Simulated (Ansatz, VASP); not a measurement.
Two plane-wave programs on Tl

```
CELL_PARAMETERS angstrom
3.67319 0.00000 0.00000
-1.83660 3.18108 0.00000
0.00000 0.00000 11.62324
ATOMIC_POSITIONS crystal
Tl 0.00000 0.00000 0.00000
Tl 0.00000 0.00000 0.50000
Tl 0.33333 0.66667 0.25000
Tl 0.66667 0.33333 0.75000
```

Alike in both runs: task single point; functional BLYP; k mesh 11 × 11 × 3; occupations fermi-dirac, width 0.1 eV; no spin polarisation.

```csv
,VASP,Ansatz
version,VASP 6.6.1,Ansatz 0.2.0
potentials or method,"VASP PAW PBE potentials, release 64 (Tl_d), cutoff 520 eV","plane waves (420 eV) with PAW, scalar-relativistic"
valence electrons in the cell,52,52
```

```csv
,VASP,Ansatz,Ansatz less VASP
pressure (GPa),0.9,0.8,-0.02
"traceless stress, the component that is largest in VASP (GPa)",0.07,0.05,-0.010
```

VASP's potentials were made for PBE, not for BLYP.

Spin-orbit coupling is off throughout.
